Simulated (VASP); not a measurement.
Runs of VASP 6.6.1 on Li4C2F. The structure is that of space group P4/mmm (No. 123), or close to it. The cells are those of the table. 

```csv
task,cell,k mesh,cutoff (eV),gap on the mesh (eV),pressure (GPa),relaxed volume (Å³/atom),largest force (eV/Å)
single point,"a = 2.719, b = 2.719, c = 9.770 Å, 7 atoms",6 × 6 × 2,520,none,-,-,(a)
single point,"a = 2.685, b = 2.685, c = 9.952 Å, 7 atoms",14 × 14 × 4,520,none,-,-,0.01
relaxation of cell and atoms,"relaxed from a = 3.077, b = 3.077, c = 8.704 Å, 7 atoms",6 × 6 × 2,600,none,0.1,10.25,0.03
relaxation of cell and atoms,"relaxed from a = 2.719, b = 2.719, c = 9.770 Å, 7 atoms",14 × 14 × 4,600,none,-0.1,10.21,0.01
```

Alike in all rows: level PBE; potentials or basis VASP PAW PBE potentials, release 64 (Li_sv, C, F); no spin polarisation; smearing gaussian 0.1 eV.

Task: Fill in the values left out.

Result: (a) 0.02.

Caveats: some runs use coarse meshes; the cutoff is under 1.25 times the usual one of these potentials, so pressure, stress and relaxed cells hold a basis-set (Pulay) error; an odd number of electrons without spin polarisation forces a metal; a magnetic or distorted state may lie lower.

A gap of «none» marks levels without a gap at the run's occupations.
